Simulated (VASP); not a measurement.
# Ru (P6_3/mmc) in VASP: a series of runs

The runs below take Ru through single point, with PBEsol.

Program: VASP 6.6.1. These are calculated values, not measurements. Logs are shortened: lines on timing, memory, paths and dates and some standing lists are left out, and cuts for length are marked.

## (1) The cell of the first run

The structure is hexagonal, space group P6_3/mmc (No. 194). The conventional cell has a = 2.501 Å, b = 2.501 Å, c = 4.048 Å, α = 90.00°, β = 90.00°, γ = 120.00°. Ru (site symmetry -6m2) has 12 Ru at 2.49 to 2.50 Å within 3.3 Å.

## (2) Single point, PBEsol

Contents of INCAR:

```
  PREC = Accurate
  ENCUT = 520
  EDIFF = 1E-7
  ISMEAR = 0
  SIGMA = 0.15
  LREAL = F
  LASPH = T
  NELM = 60
  ALGO = Normal
  ISIF = 2
  LWAVE = F
  LCHARG = F
  GGA = PS
  NBANDS = 21
```

Contents of KPOINTS:

```
regular mesh
0
Gamma
  18 18 10
```

Contents of POSCAR:

```
Ru
1.0
    2.5014000000      0.0000000000      0.0000000000
   -1.2507000000      2.1662759450      0.0000000000
    0.0000000000      0.0000000000      4.0483000000
Ru
2
Direct
    0.3333333333      0.6666666667      0.2500000000
    0.6666666667      0.3333333333      0.7500000000
```

Potentials or basis: VASP PAW PBE potentials, release 64 (Ru_pv).

Command:

```console
> cat potpaw_PBE.64/Ru_pv/POTCAR > POTCAR
> mpirun -np 1 vasp_std > vasp.out
```

OUTCAR:

```text
PREC = Accurate
   ENCUT = 520
   EDIFF = 1E-7
   ISMEAR = 0
   LREAL = F
   LASPH = T
   NELM = 60
   ISIF = 2
   GGA = PS

 ion  position               nearest neighbor table
   1  0.333  0.667  0.250-   2 2.49   2 2.49   2 2.49   2 2.49   2 2.49   2 2.49
   2  0.667  0.333  0.750-   1 2.49   1 2.49   1 2.49   1 2.49   1 2.49   1 2.49

  LATTYP: Found a hexagonal cell.
 ALAT       =     2.5014000000
 C/A-ratio  =     1.6184136883

  Lattice vectors:

 A1 = (   2.5014000000,   0.0000000000,   0.0000000000)
 A2 = (  -1.2507000000,   2.1662759450,   0.0000000000)
 A3 = (   0.0000000000,   0.0000000000,   4.0483000000)

Analysis of symmetry for initial positions (statically):
=====================================================================
 Subroutine PRICEL returns:
 Original cell was already a primitive cell.

 Routine SETGRP: Setting up the symmetry group for a
 hexagonal supercell.

 Subroutine GETGRP returns: Found 24 space group operations
 (whereof 12 operations were pure point group operations)
 out of a pool of 24 trial point group operations.

The static configuration has the point symmetry D_3d.
 The point group associated with its full space group is D_6h.

Analysis of symmetry for dynamics (positions and initial velocities):
=====================================================================
 Subroutine PRICEL returns:
 Original cell was already a primitive cell.

 Routine SETGRP: Setting up the symmetry group for a
 hexagonal supercell.

 Subroutine GETGRP returns: Found 24 space group operations
 (whereof 12 operations were pure point group operations)
 out of a pool of 24 trial point group operations.

The dynamic configuration has the point symmetry D_3d.
 The point group associated with its full space group is D_6h.

 Subroutine INISYM returns: Found 24 space group operations
 (whereof 12 operations are pure point group operations),
 and found     1 'primitive' translations

----------------------------------------------------------------------------------------

                                     Primitive cell

  volume of cell :      21.9366

  direct lattice vectors                    reciprocal lattice vectors
[... 75 lines left out ...]
   NGX,Y,Z   is equivalent  to a cutoff of  13.29, 13.29, 12.32 a.u.
   NGXF,Y,Z  is equivalent  to a cutoff of  26.58, 26.58, 24.64 a.u.
 SYSTEM =  unknown system
   PREC   = accura    normal or accurate (medium, high low for compatibility)
   ISTART =      0    job   : 0-new  1-cont  2-samecut
   ICHARG =      2    charge: 1-file 2-atom 10-const
   ISPIN  =      1    spin polarized calculation?
   LNONCOLLINEAR =      F non collinear calculations
   LSORBIT =      F    spin-orbit coupling
   LASPH  =      T    aspherical Exc in radial PAW
   ENCUT  =  520.0 eV  38.22 Ry    6.18 a.u.   4.65  4.65  7.53*2*pi/ulx,y,z
   NELM   =     60;   NELMIN=  2; NELMDL= -5     # of ELM steps
   EDIFF  = 0.1E-06   stopping-criterion for ELM
   LREAL  =      F    real-space projection
   EDIFFG = 0.1E-05   stopping-criterion for IOM
   NSW    =      0    number of steps for IOM
   IBRION =     -1    ionic relax: 0-MD 1-quasi-New 2-CG
   NFREE  =      0    steps in history (QN), initial steepest desc. (CG)
   ISIF   =      2    stress and relaxation
   ISYM   =      2    0-nonsym 1-usesym 2-fastsym
   POTIM  = 0.5000    time-step for ionic-motion
   TEBEG  =    0.0;   TEEND  =   0.0 temperature during run
   PSTRESS=    0.0 pullay stress
   NELECT =      28.0000    total number of electrons
   NUPDOWN=      -1.0000    fix difference up-down
   EMIN   =  10.00;   EMAX   =-10.00  energy-range for DOS
   EFERMI =   0.00;   METHOD = LEGACY
   ISMEAR =     0;   SIGMA  =   0.15  broadening in eV -4-tet -1-fermi 0-gaus
   EFERMI_NEDOS =   21; number of points for ismear=-14 and -15
   IALGO  =     38    algorithm
   IMIX   =      4    mixing-type and parameters
     AMIX     =   0.40;   BMIX     =  1.00
     AMIX_MAG =   1.60;   BMIX_MAG =  1.00
  volume/ion in A,a.u.               =      10.97        74.02
  Fermi-wavevector in a.u.,A,eV,Ry     =   1.775842  3.355855 42.907531  3.153615
  Thomas-Fermi vector in A             =   2.841555
   LORBIT       =      0    0 simple, 1 ext, 2 COOP (PROOUT), +10 PAW based schemes
   GGA     = PS    functional components
   LHFCALC =     F    Hartree Fock is set to
   AEXX    =    0.0000 exact exchange contribution
   IVDW    =     0    specifies the selected vdW correction
   LEPSILON=     F    determine dielectric tensor
   LRPA    =     F    only Hartree local field effects (RPA)
 non-spin polarized calculation
 Gauss-broadening in eV      SIGMA  =   0.15
  energy-cutoff  :      520.00
  volume of cell :       21.94
 maximum number of plane-waves:       608
 NGX is ok and might be reduce to    20
   NGX =  9   NGY =  9   NGZ = 15

 number of electron      28.0000003 magnetization

 Free energy of the ion-electron system (eV)
  ---------------------------------------------------
  ext. energy  EPLUGINS =         0.00000000
  ---------------------------------------------------
  free energy    TOTEN  =       -19.02652979 eV

  energy without entropy =      -19.01236735  energy(sigma->0) =      -19.01944857

 E-fermi :  17.0119     XC(G=0): -15.6415

 val. band max:       17.0104855826   @ k =   0.2778   0.2222   0.0000
 cond. band min:      17.0250772978   @ k =   0.2222  -0.0000   0.3000
 fundamental gap:      0.0145917152
 Fermi energy:        17.0118930522

 k-point     1 :       0.0000    0.0000    0.0000
  band No.  band energies     occupation
      1     -27.6142      2.00000
      2     -25.7561      2.00000
      3     -25.7561      2.00000
      4     -25.4672      2.00000
      5     -25.4672      2.00000
      6     -25.4435      2.00000
[... 565 lines left out ...]
     20      27.1198      0.00000
     21      30.3281      0.00000

 [... further k-points ...]
[... 5 lines left out ...]
  --------------------------------------------------------------------------------------
  -------------------------------------------------------------------------------------
  Total       15.3679970     15.3679970     13.2762411      0.0000000      0.0000000      0.0000000
  in kB     1122.4273459   1122.4273459    969.6524548      0.0000000      0.0000000      0.0000000
  external PRESSURE =    1071.5023822 kB  Pullay stress =       0.0000000 kB

 VOLUME and BASIS-vectors are now :
 -----------------------------------------------------------------------------
  energy-cutoff  :      520.00
  volume of cell :       21.94
      direct lattice vectors                 reciprocal lattice vectors
     2.501400000  0.000000000  0.000000000     0.399776125  0.230810854  0.000000000
    -1.250700000  2.166275945  0.000000000     0.000000000  0.461621707  0.000000000
     0.000000000  0.000000000  4.048300000     0.000000000  0.000000000  0.247017267

 POSITION                                       TOTAL-FORCE (eV/Angst)
 -----------------------------------------------------------------------------------
     -0.00000      1.44418      1.01208         0.000000     -0.000000      0.000000
      1.25070      0.72209      3.03622        -0.000000      0.000000      0.000000
 -----------------------------------------------------------------------------------
    total drift:                                0.000000     -0.000000      0.000000

  FREE ENERGIE OF THE ION-ELECTRON SYSTEM (eV)
  ---------------------------------------------------
  free  energy   TOTEN  =       -19.0265297894 eV

  energy  without entropy=      -19.0123673522  energy(sigma->0) =      -19.01944857
```

stdout:

```text
POSCAR found type information on POSCAR Ru
 POSCAR found :  1 types and       2 ions
 scaLAPACK will be used
 -----------------------------------------------------------------------------
|                                                                             |
|                                                                             |
|     You enforced a specific xc type in the INCAR file but a different       |
|     I HOPE YOU KNOW WHAT YOU ARE DOING!                                     |
|                                                                             |
 -----------------------------------------------------------------------------

 LDA part: xc-table for (Slater+PW92), standard interpolation
 POSCAR, INCAR and KPOINTS ok, starting setup
 FFT: planning ... GRIDC
 FFT: planning ... GRID_SOFT
 FFT: planning ... GRID
 WAVECAR not read
 entering main loop
```

Wall time 48 s (1 thread of AMD EPYC 9R14 (Zen 4), shared host); peak memory 0.17 GiB.

What came out:

```
Free energy            : -19.0265 eV
Pressure               : 107.2 GPa
Band gap on the k mesh : zero (band 14 reaches 19.26 eV, above the bottom of band 15 at 14.89 eV)
```

Stress tensor (GPa, compression positive):
```
112.24   0.00   0.00
  0.00 112.24   0.00
  0.00   0.00  96.97
```

Caveat: the PAW data sets were made with another functional, which shifts forces and pressure a little.

(Continued in part 2 of 2.)
